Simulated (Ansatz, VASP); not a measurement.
# One calculation of MgI2, two programs

```
CELL_PARAMETERS angstrom
4.15664 0.00000 0.00000
-2.07832 3.59975 0.00000
0.00000 0.00000 6.87561
ATOMIC_POSITIONS crystal
Mg 0.00000 0.00000 0.00000
I 0.33333 0.66667 0.24257
I 0.66667 0.33333 0.75743
```

Alike in both runs: task single point; functional r2SCAN; k mesh 12 × 12 × 4; no spin polarisation.

|  | VASP | Ansatz |
| --- | --- | --- |
| version | VASP 6.6.1 | Ansatz 0.2.0 |
| potentials or method | VASP PAW PBE potentials, release 64 (Mg, I) | plane waves, PAW |
| plane-wave cutoff (eV) | 520 | 500 |
| occupations | gaussian, width 0.01 eV | fixed |
| valence electrons in the cell | 16 | 44 |

```tsv
	VASP	Ansatz	Ansatz less VASP
gap on the k mesh at the Fermi level (eV)	4.10	4.14	+0.033
pressure (GPa)	0.5	0.6	+0.12
rms of the force components (eV/Å)	0.020	0.012	-0.0085
```

VASP's potentials were made for PBE, not for r2SCAN. Atom by atom the forces differ by 0.009 eV/Å (rms over components). VASP's potentials hold 16 valence electrons a cell and Ansatz's 44, so a difference there can come from the potentials and not from the codes.

Neither program's run includes spin-orbit coupling.
